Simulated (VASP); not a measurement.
# Ir (P6_3/mmc) in VASP: further runs, part 2 of 2

VASP 6.6.1. Earlier steps stand in the parts before.

**3. Single point, r2SCAN, collinear spin**

POSCAR reads:

```
Ir
1.0
    2.7513778946      0.0000000000      0.0000000000
   -1.3756889473      2.3827631521      0.0000000000
    0.0000000000      0.0000000000      4.4622900000
Ir
2
Direct
    0.6666666667      0.3333333333      0.7500000000
    0.3333333333      0.6666666667      0.2500000000
```

INCAR.step1 reads:

```
SYSTEM = Ir
  ALGO = Normal
  EDIFF = 1E-4
  ENCUT = 520
  GGA = PE
  ISMEAR = -1
  ISPIN = 2
  LASPH = .True.
  LCHARG = .False.
  LMAXMIX = 4
  LREAL = .False.
  LWAVE = .True.
  MAGMOM = 1 1
  NBANDS = 20
  NELM = 150
  NUPDOWN = 2.0
  PREC = Accurate
  SIGMA = 0.08
```

INCAR.step2 reads:

```
SYSTEM = Ir
  ALGO = Normal
  EDIFF = 1E-6
  ENCUT = 520
  ISIF = 2
  ISMEAR = -1
  ISPIN = 2
  ISTART = 1
  LASPH = .True.
  LCHARG = .False.
  LMAXMIX = 4
  LMIXTAU = .True.
  LORBIT = 11
  LREAL = .False.
  LWAVE = .False.
  MAGMOM = 1 1
  METAGGA = R2SCAN
  NBANDS = 20
  NELM = 150
  NUPDOWN = 2.0
  PREC = Accurate
  SIGMA = 0.08
```

KPOINTS reads:

```
k-points
0
Gamma
  14 14 8
  0 0 0
```

Potentials or basis: VASP PAW PBE potentials, release 64 (Ir).

Launch:

```console
cat potpaw_PBE.64/Ir/POTCAR > POTCAR
cp INCAR.step1 INCAR
mpirun -np 1 vasp_std > vasp.out
cp INCAR.step2 INCAR
mpirun -np 1 vasp_std > vasp.out
```

OUTCAR:

```text
SYSTEM = Ir
   EDIFF = 1E-6
   ENCUT = 520
   ISIF = 2
   ISMEAR = -1
   ISPIN = 2
   ISTART = 1
   LASPH = .True.
   LORBIT = 11
   LREAL = .False.
   METAGGA = R2SCAN
   NELM = 150
   NUPDOWN = 2.0
   PREC = Accurate

 ion  position               nearest neighbor table
   1  0.667  0.333  0.750-   2 2.74   2 2.74   2 2.74   2 2.74   2 2.74   2 2.74
   2  0.333  0.667  0.250-   1 2.74   1 2.74   1 2.74   1 2.74   1 2.74   1 2.74

  LATTYP: Found a hexagonal cell.
 ALAT       =     2.7513778946
 C/A-ratio  =     1.6218382828

  Lattice vectors:

 A1 = (   2.7513778946,   0.0000000000,   0.0000000000)
 A2 = (  -1.3756889473,   2.3827631521,   0.0000000000)
 A3 = (   0.0000000000,   0.0000000000,   4.4622900000)

Analysis of symmetry for initial positions (statically):
=====================================================================
 Subroutine PRICEL returns:
 Original cell was already a primitive cell.

 Routine SETGRP: Setting up the symmetry group for a
 hexagonal supercell.

[... 754 lines left out ...]
      6       7.0600      1.00000
[... 541 lines left out ...]
     19      25.9707      0.00000
     20      35.8745      0.00000

 [... further k-points ...]

------------------------ aborting loop because EDIFF is reached ----------------------------------------

  FORCE on cell =-STRESS in cart. coord.  units (eV):
  Direction    XX          YY          ZZ          XY          YZ          ZX
  --------------------------------------------------------------------------------------
  -------------------------------------------------------------------------------------
  Total        0.2957732      0.2957732      0.3958616     -0.0000000     -0.0000000      0.0000000
  in kB       16.1987101     16.1987101     21.6802869     -0.0000000     -0.0000000      0.0000000
  external PRESSURE =      18.0259024 kB  Pullay stress =       0.0000000 kB

 VOLUME and BASIS-vectors are now :
 -----------------------------------------------------------------------------
  energy-cutoff  :      520.00
  volume of cell :       29.25
      direct lattice vectors                 reciprocal lattice vectors
     2.751377895  0.000000000  0.000000000     0.363454254  0.209840411  0.000000000
    -1.375688947  2.382763152  0.000000000     0.000000000  0.419680823  0.000000000
     0.000000000  0.000000000  4.462290000     0.000000000  0.000000000  0.224100182

 POSITION                                       TOTAL-FORCE (eV/Angst)
 -----------------------------------------------------------------------------------
      1.37569      0.79425      3.34672        -0.000000      0.000000      0.000000
     -0.00000      1.58851      1.11557         0.000000     -0.000000      0.000000
 -----------------------------------------------------------------------------------
    total drift:                                0.000000     -0.000000     -0.000000

  FREE ENERGIE OF THE ION-ELECTRON SYSTEM (eV)
  ---------------------------------------------------
  free  energy   TOTEN  =      -104.2056558641 eV

  energy  without entropy=     -104.1514162901  energy(sigma->0) =     -104.17853608

 total charge

# of ion       s       p       d       tot
------------------------------------------
    1        0.655   0.700   6.935   8.290
    2        0.655   0.700   6.935   8.290
--------------------------------------------------
tot          1.310   1.399  13.871  16.581

 magnetization (x)

# of ion       s       p       d       tot
------------------------------------------
    1        0.007  -0.018   1.016   1.005
    2        0.007  -0.018   1.016   1.005
--------------------------------------------------
tot          0.013  -0.035   2.033   2.011
```

OSZICAR.step1:

```text
N       E                     dE             d eps       ncg     rms          rms(c)
DAV:   1     0.147975244853E+03    0.14798E+03   -0.81243E+03  9600   0.901E+02
DAV:   2    -0.138242653858E+02   -0.16180E+03   -0.14305E+03  9792   0.259E+02
DAV:   3    -0.179980663117E+02   -0.41738E+01   -0.41092E+01 11432   0.496E+01
DAV:   4    -0.180503786096E+02   -0.52312E-01   -0.52284E-01 11036   0.467E+00
DAV:   5    -0.180518776897E+02   -0.14991E-02   -0.14990E-02 11484   0.840E-01    0.224E+01
DAV:   6    -0.172642327516E+02    0.78764E+00   -0.93529E-01 11548   0.110E+01    0.100E+01
DAV:   7    -0.171109171047E+02    0.15332E+00   -0.22015E-01 12824   0.505E+00    0.530E+00
DAV:   8    -0.171028497052E+02    0.80674E-02   -0.63534E-03 13672   0.630E-01    0.157E+00
DAV:   9    -0.170975723218E+02    0.52774E-02   -0.74442E-03 11264   0.929E-01    0.570E-01
DAV:  10    -0.170974955433E+02    0.76778E-04   -0.19052E-04  9884   0.116E-01
   1 F= -.17097496E+02 E0= -.17069211E+02  d E =-.565684E-01  mag=     2.0000
```

Wall time 7 min (1 thread of Intel Xeon Platinum 8259CL at 2.50GHz (Skylake/Cascade Lake), shared host); peak memory 0.23 GiB.

Results:

```
Free energy                                           : -104.2057 eV
Pressure                                              : 1.8 GPa
Net moment                                            : 2.00 μB per cell
Site moments                                          : Ir +1.00 μB
Valence electrons inside the program's atomic spheres : Ir 8.29
```

Caveat: the PAW data sets were made with another functional, which shifts forces and pressure a little; the total moment is fixed, so each spin has its own Fermi level and the state may be an excited one.

**4. Single point, r2SCAN, collinear spin**

POSCAR is that of step 3.

INCAR.step1 reads:

```
SYSTEM = Ir
PREC     = Accurate       ! precision mode
ENCUT    = 520            ! plane-wave cutoff, eV
ISMEAR   = -1             ! smearing method
SIGMA    = 0.08           ! smearing width, eV
LREAL    = .FALSE.        ! projectors in reciprocal space
LASPH    = .TRUE.         ! aspherical terms in the spheres
NELM     = 150            ! most SCF steps
ISPIN    = 2              ! spin polarisation
MAGMOM   = 1.4 1.4        ! initial moments
NUPDOWN  = 2.8            ! fixed moment
LMAXMIX  = 4              ! l up to which the mixer works
NBANDS   = 20             ! bands
GGA      = PE             ! functional
ALGO     = Normal         ! electronic algorithm
EDIFF    = 1E-4           ! SCF threshold, eV
LWAVE    = .TRUE.         ! write WAVECAR
LCHARG   = .FALSE.        ! write CHGCAR
```

INCAR.step2 reads:

```
SYSTEM = Ir
PREC     = Accurate       ! precision mode
ENCUT    = 520            ! plane-wave cutoff, eV
EDIFF    = 1E-7           ! SCF threshold, eV
ISMEAR   = -1             ! smearing method
SIGMA    = 0.08           ! smearing width, eV
LREAL    = .FALSE.        ! projectors in reciprocal space
LASPH    = .TRUE.         ! aspherical terms in the spheres
NELM     = 150            ! most SCF steps
ALGO     = Normal         ! electronic algorithm
ISIF     = 2              ! what is computed and relaxed
LWAVE    = .FALSE.        ! write WAVECAR
LCHARG   = .FALSE.        ! write CHGCAR
ISPIN    = 2              ! spin polarisation
MAGMOM   = 1.4 1.4        ! initial moments
LORBIT   = 11             ! projections on sites
NUPDOWN  = 2.8            ! fixed moment
LMAXMIX  = 4              ! l up to which the mixer works
METAGGA  = R2SCAN         ! meta-GGA
LMIXTAU  = .TRUE.       
NBANDS   = 20             ! bands
ISTART   = 1
```

KPOINTS reads:

```
Automatic mesh
0
G
  14 14 8
  0 0 0
```

Launch:

```console
cat potpaw_PBE.64/Ir/POTCAR > POTCAR
cp INCAR.step1 INCAR
mpirun -np 1 vasp_std > vasp.out
cp INCAR.step2 INCAR
mpirun -np 1 vasp_std > vasp.out
```

It took 5.6 min on 1 thread of Intel Xeon Platinum 8259CL at 2.50GHz (Skylake/Cascade Lake), shared host; peak memory 0.22 GiB.

It converged, with:

```yaml
Free_energy: -103.7940 eV
Pressure: 9.9 GPa
Net_moment: 2.80 μB per cell
Site_moments: Ir +1.40 μB
Valence_electrons_inside_the_program's_atomic_spheres: Ir 8.30
```

Stress tensor (GPa, compression positive):
```
 9.49  0.00  0.00
 0.00  9.49  0.00
 0.00  0.00 10.74
```

Caveat: the cell stands under pressure; the PAW data sets were made with another functional, which shifts forces and pressure a little; the total moment is fixed, so each spin has its own Fermi level and the state may be an excited one.

**5. Summary**

| fixed moment (μB) | pressure (GPa) | moment (μB) |
| --- | --- | --- |
| 1.5 | -2.0 | 1.50 |
| 2.0 | 1.8 | 2.00 |
| 2.8 | 9.9 | 2.80 |

Alike in all rows: task single point; level r2SCAN; potentials or basis VASP PAW PBE potentials, release 64 (Ir); spin collinear; cell as given; k mesh 14 × 14 × 8; cutoff (eV) 520; smearing fermi-dirac 0.08 eV.

Caveats: the PAW data sets were made with another functional, which shifts forces and pressure a little; the total moment is fixed, so each spin has its own Fermi level and the state may be an excited one; the cell stands under pressure (at least some runs).

Total energies depend on the potentials used, so only differences within one code and one set of settings carry meaning.
